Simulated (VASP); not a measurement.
# Ru (P6_3/mmc) in VASP: a series of runs, part 2 of 2

VASP 6.6.1.

**4. Single point, r2SCAN**

This run uses another cell than the first one, of 12.52 Å³/atom.

POSCAR reads:

```
Ru
1.0
    2.6333826816      0.0000000000      0.0000000000
   -1.3166913408      2.2805763002      0.0000000000
    0.0000000000      0.0000000000      4.1705578575
Ru
2
Direct
    0.3333333333      0.6666666667      0.2500000000
    0.6666666667      0.3333333333      0.7500000000
```

INCAR.step1 reads:

```
ALGO = Normal ; EDIFF = 1E-4
ENCUT = 520 ; GGA = PE
ISMEAR = 0 ; LASPH = True
LCHARG = False ; LREAL = False
LWAVE = True ; NBANDS = 21
NELM = 100 ; PREC = Accurate
SIGMA = 0.1
```

INCAR.step2 reads:

```
ALGO = Normal ; EDIFF = 1E-6
ENCUT = 520 ; ISIF = 2
ISMEAR = 0 ; ISTART = 1
LASPH = True ; LCHARG = False
LMIXTAU = True ; LREAL = False
LWAVE = False ; METAGGA = R2SCAN
NBANDS = 21 ; NELM = 100
PREC = Accurate ; SIGMA = 0.1
```

KPOINTS reads:

```
k-points
0
Gamma
  18 18 10
```

Potentials or basis: VASP PAW PBE potentials, release 64 (Ru_pv).

On the command line:

```sh
cat potpaw_PBE.64/Ru_pv/POTCAR > POTCAR
cp INCAR.step1 INCAR
mpirun -np 1 vasp_std > vasp.out
cp INCAR.step2 INCAR
mpirun -np 1 vasp_std > vasp.out
```

OUTCAR:

```text
EDIFF = 1E-6
   ENCUT = 520
   ISIF = 2
   ISMEAR = 0
   ISTART = 1
   LASPH = True
   LREAL = False
   METAGGA = R2SCAN
   NELM = 100
   PREC = Accurate

 ion  position               nearest neighbor table
   1  0.333  0.667  0.250-   2 2.58   2 2.58   2 2.58   2 2.58   2 2.58   2 2.58
   2  0.667  0.333  0.750-   1 2.58   1 2.58   1 2.58   1 2.58   1 2.58   1 2.58

  LATTYP: Found a hexagonal cell.
 ALAT       =     2.6333826816
 C/A-ratio  =     1.5837264696

  Lattice vectors:

 A1 = (   2.6333826816,   0.0000000000,   0.0000000000)
 A2 = (  -1.3166913408,   2.2805763002,   0.0000000000)
 A3 = (   0.0000000000,   0.0000000000,   4.1705578575)

Analysis of symmetry for initial positions (statically):
=====================================================================
 Subroutine PRICEL returns:
 Original cell was already a primitive cell.

 Routine SETGRP: Setting up the symmetry group for a
 hexagonal supercell.

 Subroutine GETGRP returns: Found 24 space group operations
 (whereof 12 operations were pure point group operations)
 out of a pool of 24 trial point group operations.

The static configuration has the point symmetry D_3d.
 The point group associated with its full space group is D_6h.

Analysis of symmetry for dynamics (positions and initial velocities):
=====================================================================
 Subroutine PRICEL returns:
 Original cell was already a primitive cell.

 Routine SETGRP: Setting up the symmetry group for a
 hexagonal supercell.

 Subroutine GETGRP returns: Found 24 space group operations
 (whereof 12 operations were pure point group operations)
 out of a pool of 24 trial point group operations.

The dynamic configuration has the point symmetry D_3d.
 The point group associated with its full space group is D_6h.

 Subroutine INISYM returns: Found 24 space group operations
 (whereof 12 operations are pure point group operations),
 and found     1 'primitive' translations

----------------------------------------------------------------------------------------

                                     Primitive cell

  volume of cell :      25.0468

  direct lattice vectors                    reciprocal lattice vectors
     2.633382682  0.000000000  0.000000000     0.379739719  0.219242829  0.000000000
    -1.316691341  2.280576300  0.000000000     0.000000000  0.438485658  0.000000000
     0.000000000  0.000000000  4.170557858     0.000000000  0.000000000  0.239776077

  length of vectors
     2.633382682  2.633382682  4.170557858     0.438485658  0.438485658  0.239776077

  position of ions in fractional coordinates (direct lattice)
     0.333333333  0.666666667  0.250000000
     0.666666667  0.333333333  0.750000000

  ion indices of the primitive-cell ions
   primitive index   ion index
                 1           1
                 2           2

----------------------------------------------------------------------------------------

 KPOINTS: k-points

Automatic generation of k-mesh.
 Grid dimensions read from file:
 generate k-points for:   18   18   10

 Generating k-lattice:

  Cartesian coordinates                     Fractional coordinates (reciprocal lattice)
     0.021096651  0.012180157  0.000000000     0.055555556  0.000000000  0.000000000
     0.000000000  0.024360314  0.000000000     0.000000000  0.055555556  0.000000000
     0.000000000  0.000000000  0.023977608     0.000000000  0.000000000  0.100000000

  Length of vectors
     0.024360314  0.024360314  0.023977608

  Shift w.r.t. Gamma in fractional coordinates (k-lattice)
     0.000000000  0.000000000  0.000000000

 Subroutine IBZKPT returns following result:
 ===========================================

 Found    222 irreducible k-points:

 Following reciprocal coordinates:
            Coordinates               Weight
  0.000000  0.000000  0.000000      1.000000
  0.055556 -0.000000  0.000000      6.000000
  0.111111 -0.000000  0.000000      6.000000
  0.166667 -0.000000  0.000000      6.000000
  0.222222 -0.000000  0.000000      6.000000
  0.277778  0.000000  0.000000      6.000000
[... 16 lines left out ...]
  0.333333  0.111111  0.000000     12.000000
  0.388889  0.111111  0.000000     12.000000
 [... further k-points ...]
   k-points           NKPTS =    222   k-points in BZ     NKDIM =    222   number of bands    NBANDS=     21
   number of dos      NEDOS =    301   number of ions     NIONS =      2
   total plane-waves  NPLWV =  12800
   dimension x,y,z NGX =    20 NGY =   20 NGZ =   32
   dimension x,y,z NGXF=    40 NGYF=   40 NGZF=   64
   ions per type =               2
   NGX,Y,Z   is equivalent  to a cutoff of  12.63, 12.63, 12.76 a.u.
   NGXF,Y,Z  is equivalent  to a cutoff of  25.25, 25.25, 25.51 a.u.
 SYSTEM =  unknown system
   PREC   = accura    normal or accurate (medium, high low for compatibility)
   ISTART =      1    job   : 0-new  1-cont  2-samecut
   ICHARG =      0    charge: 1-file 2-atom 10-const
   ISPIN  =      1    spin polarized calculation?
   LNONCOLLINEAR =      F non collinear calculations
   LSORBIT =      F    spin-orbit coupling
   LASPH  =      T    aspherical Exc in radial PAW
   ENCUT  =  520.0 eV  38.22 Ry    6.18 a.u.   4.90  4.90  7.75*2*pi/ulx,y,z
   NELM   =    100;   NELMIN=  2; NELMDL=  0     # of ELM steps
   EDIFF  = 0.1E-05   stopping-criterion for ELM
   LREAL  =      F    real-space projection
   EDIFFG = 0.1E-04   stopping-criterion for IOM
   NSW    =      0    number of steps for IOM
   IBRION =     -1    ionic relax: 0-MD 1-quasi-New 2-CG
   NFREE  =      0    steps in history (QN), initial steepest desc. (CG)
   ISIF   =      2    stress and relaxation
   ISYM   =      2    0-nonsym 1-usesym 2-fastsym
   POTIM  = 0.5000    time-step for ionic-motion
   TEBEG  =    0.0;   TEEND  =   0.0 temperature during run
   PSTRESS=    0.0 pullay stress
   NELECT =      28.0000    total number of electrons
   NUPDOWN=      -1.0000    fix difference up-down
   EMIN   =  10.00;   EMAX   =-10.00  energy-range for DOS
   EFERMI =   0.00;   METHOD = LEGACY
   ISMEAR =     0;   SIGMA  =   0.10  broadening in eV -4-tet -1-fermi 0-gaus
   EFERMI_NEDOS =   21; number of points for ismear=-14 and -15
   IALGO  =     38    algorithm
   IMIX   =      4    mixing-type and parameters
     AMIX     =   0.40;   BMIX     =  1.00
     AMIX_MAG =   1.60;   BMIX_MAG =  1.00
  volume/ion in A,a.u.               =      12.52        84.51
  Fermi-wavevector in a.u.,A,eV,Ry     =   1.699065  3.210767 39.277585  2.886821
  Thomas-Fermi vector in A             =   2.779450
   LORBIT       =      0    0 simple, 1 ext, 2 COOP (PROOUT), +10 PAW based schemes
   METAGGA = R2SCAN    functional components
   LHFCALC =     F    Hartree Fock is set to
   AEXX    =    0.0000 exact exchange contribution
   IVDW    =     0    specifies the selected vdW correction
   LEPSILON=     F    determine dielectric tensor
   LRPA    =     F    only Hartree local field effects (RPA)
 non-spin polarized calculation
 Gauss-broadening in eV      SIGMA  =   0.10
  energy-cutoff  :      520.00
  volume of cell :       25.05
 maximum number of plane-waves:       699
 NGX is ok and might be reduce to    20
   NGX =  9   NGY =  9   NGZ = 15

 number of electron      27.9999995 magnetization

 Free energy of the ion-electron system (eV)
  ---------------------------------------------------
  ext. energy  EPLUGINS =         0.00000000
  ---------------------------------------------------
  free energy    TOTEN  =       -50.66701056 eV

  energy without entropy =      -50.65917711  energy(sigma->0) =      -50.66309384

 E-fermi :  14.2567     XC(G=0): -15.9885

 val. band max:       14.2432843401   @ k =   0.1667  -0.0000   0.4000
 cond. band min:      14.2580718679   @ k =   0.1667   0.1111   0.3000
 fundamental gap:      0.0147875278
 Fermi energy:        14.2567258128

 k-point     1 :       0.0000    0.0000    0.0000
  band No.  band energies     occupation
      1     -31.1810      2.00000
      2     -29.8744      2.00000
      3     -29.8744      2.00000
      4     -29.6419      2.00000
      5     -29.6419      2.00000
      6     -29.5846      2.00000
[... 13 lines left out ...]
     20      22.7124      0.00000
     21      26.1646      0.00000
[... 529 lines left out ...]
 k-point    24 :       0.3889    0.1111    0.0000
  band No.  band energies     occupation
      1     -30.8686      2.00000
      2     -30.6098      2.00000
      3     -30.5083      2.00000
      4     -30.2516      2.00000
      5     -29.9870      2.00000
      6     -29.8836      2.00000
[... 13 lines left out ...]
     20      22.7783      0.00000
     21      26.8219      0.00000

 [... further k-points ...]

------------------------ aborting loop because EDIFF is reached ----------------------------------------

  FORCE on cell =-STRESS in cart. coord.  units (eV):
  Direction    XX          YY          ZZ          XY          YZ          ZX
  --------------------------------------------------------------------------------------
  -------------------------------------------------------------------------------------
  Total        5.0181433      5.0181433      5.0492775      0.0000000     -0.0000000      0.0000000
  in kB      320.9969498    320.9969498    322.9885221      0.0000000     -0.0000000      0.0000000
  external PRESSURE =     321.6608072 kB  Pullay stress =       0.0000000 kB

 VOLUME and BASIS-vectors are now :
 -----------------------------------------------------------------------------
  energy-cutoff  :      520.00
  volume of cell :       25.05
      direct lattice vectors                 reciprocal lattice vectors
     2.633382682  0.000000000  0.000000000     0.379739719  0.219242829  0.000000000
    -1.316691341  2.280576300  0.000000000     0.000000000  0.438485658  0.000000000
     0.000000000  0.000000000  4.170557858     0.000000000  0.000000000  0.239776077

 POSITION                                       TOTAL-FORCE (eV/Angst)
 -----------------------------------------------------------------------------------
     -0.00000      1.52038      1.04264        -0.000000     -0.000000      0.000000
      1.31669      0.76019      3.12792         0.000000      0.000000      0.000000
 -----------------------------------------------------------------------------------
    total drift:                                0.000000     -0.000000      0.000000

  FREE ENERGIE OF THE ION-ELECTRON SYSTEM (eV)
  ---------------------------------------------------
  free  energy   TOTEN  =       -50.6670105644 eV

  energy  without entropy=      -50.6591771094  energy(sigma->0) =      -50.66309384
```

OSZICAR.step1:

```text
N       E                     dE             d eps       ncg     rms          rms(c)
DAV:   1     0.289398857535E+03    0.28940E+03   -0.17424E+04  9332   0.150E+03
DAV:   2    -0.136174384566E+02   -0.30302E+03   -0.29369E+03  9539   0.451E+02
DAV:   3    -0.194087084210E+02   -0.57913E+01   -0.57602E+01 11099   0.699E+01
DAV:   4    -0.194500708188E+02   -0.41362E-01   -0.41294E-01 11339   0.573E+00
DAV:   5    -0.194506043809E+02   -0.53356E-03   -0.52927E-03 10626   0.588E-01    0.216E+01
DAV:   6    -0.183147890342E+02    0.11358E+01   -0.23897E+00 10814   0.153E+01    0.696E+00
DAV:   7    -0.182176178630E+02    0.97171E-01   -0.43839E-01 10584   0.532E+00    0.132E+00
DAV:   8    -0.182087495388E+02    0.88683E-02   -0.18408E-02 10154   0.138E+00    0.114E-01
DAV:   9    -0.182088260222E+02   -0.76483E-04   -0.11769E-04  7567   0.116E-01
   1 F= -.18208826E+02 E0= -.18204792E+02  d E =-.806734E-02
```

It took 2.9 min on 1 thread of AMD EPYC 9R45 (Zen 5), shared host; peak memory 0.18 GiB.

Results:

```yaml
Free_energy: -50.6670 eV
Pressure: 32.2 GPa
Band_gap_on_the_k_mesh: zero (bands 14 and 15 overlap by 3.68 eV)
```

Stress tensor (GPa, compression positive):
```
32.10  0.00  0.00
 0.00 32.10  0.00
 0.00  0.00 32.30
```

Levels at points of the mesh, in eV from the Fermi level:
```tsv
k point	band 12	band 13	band 14	band 15	band 16	band 17
(0.00, 0.00, 0.00)	-2.24	-2.24	-1.63	-1.63	1.40	1.40
(0.50, 0.00, 0.00)	-1.99	-1.75	1.71	2.21	2.28	4.74
(0.00, 0.00, 0.50)	-3.24	-3.09	-3.09	0.66	0.66	0.66
(0.50, 0.00, 0.50)	-1.24	0.55	0.55	2.01	2.01	3.92
```

Caveat: the cell stands under pressure; the PAW data sets were made with another functional, which shifts forces and pressure a little.

**5. Single point, r2SCAN**

This run uses another cell than the first one, of 12.96 Å³/atom.

POSCAR reads:

```
Ru
1.0
    2.6646428283      0.0000000000      0.0000000000
   -1.3323214141      2.3076483814      0.0000000000
    0.0000000000      0.0000000000      4.2141889179
Ru
2
Direct
    0.3333333333      0.6666666667      0.2500000000
    0.6666666667      0.3333333333      0.7500000000
```

INCAR.step1 reads:

```
SYSTEM = Ru
PREC = Accurate
ENCUT = 520
ISMEAR = 0
SIGMA = 0.1
LREAL = .FALSE.
LASPH = .TRUE.
NELM = 100
NBANDS = 21
GGA = PE
ALGO = Normal
EDIFF = 1E-4
LWAVE = .TRUE.
LCHARG = .FALSE.
```

INCAR.step2 reads:

```
SYSTEM = Ru
PREC = Accurate
ENCUT = 520
EDIFF = 1E-6
ISMEAR = 0
SIGMA = 0.1
LREAL = .FALSE.
LASPH = .TRUE.
NELM = 100
ALGO = Normal
ISIF = 2
LWAVE = .FALSE.
LCHARG = .FALSE.
METAGGA = R2SCAN
LMIXTAU = .TRUE.
NBANDS = 21
ISTART = 1
```

KPOINTS reads:

```
regular mesh
0
G
  18 18 10
  0 0 0
```

On the command line:

```sh
cat potpaw_PBE.64/Ru_pv/POTCAR > POTCAR
cp INCAR.step1 INCAR
mpirun -np 1 vasp_std > vasp.out
cp INCAR.step2 INCAR
mpirun -np 1 vasp_std > vasp.out
```

Wall time 2.9 min (1 thread of AMD EPYC 9R45 (Zen 5), shared host); peak memory 0.18 GiB.

It converged, with:

* Free energy: -50.7989 eV
* Pressure: 16.9 GPa
* Band gap on the k mesh: zero (bands 14 and 15 overlap by 3.49 eV)

Stress tensor (GPa, compression positive):
```
16.81  0.00  0.00
 0.00 16.81  0.00
 0.00  0.00 16.99
```

Levels at points of the mesh, in eV from the Fermi level:
```tsv
k point	band 12	band 13	band 14	band 15	band 16	band 17
(0.00, 0.00, 0.00)	-2.13	-2.13	-1.56	-1.56	1.33	1.33
(0.50, 0.00, 0.00)	-1.94	-1.67	1.61	2.08	2.16	4.52
(0.00, 0.00, 0.50)	-3.08	-2.97	-2.97	0.62	0.62	0.62
(0.50, 0.00, 0.50)	-1.18	0.51	0.51	1.90	1.90	3.75
```

Caveat: the cell stands under pressure; the PAW data sets were made with another functional, which shifts forces and pressure a little.

**6. Overview**

| cell | k mesh | gap on the mesh (eV) | pressure (GPa) |
| --- | --- | --- | --- |
| a = 2.708, b = 2.708, c = 4.268 Å, angles 90.0, 90.0, 120.0°, 2 atoms | 6 × 6 × 4 | none | 0.9 |
| a = 2.583, b = 2.583, c = 4.099 Å, angles 90.0, 90.0, 120.0°, 2 atoms | 18 × 18 × 10 | none | 62.7 |
| a = 2.633, b = 2.633, c = 4.171 Å, angles 90.0, 90.0, 120.0°, 2 atoms | 18 × 18 × 10 | none | 32.2 |
| a = 2.665, b = 2.665, c = 4.214 Å, angles 90.0, 90.0, 120.0°, 2 atoms | 18 × 18 × 10 | none | 16.9 |

Alike in all rows: task single point; level r2SCAN; potentials or basis VASP PAW PBE potentials, release 64 (Ru_pv); no spin polarisation; cutoff (eV) 520; smearing gaussian 0.1 eV.

Caveats: some runs use coarse meshes; the PAW data sets were made with another functional, which shifts forces and pressure a little; the cell stands under pressure (at least some runs); an empty level that is flat over the whole mesh can mark a ghost state of the potentials, or a narrow d or f band (at least some runs).

Total energies depend on the potentials used, so only differences within one code and one set of settings carry meaning.

The gap in the log of VASP goes by the Fermi energy; the results here count the filled bands.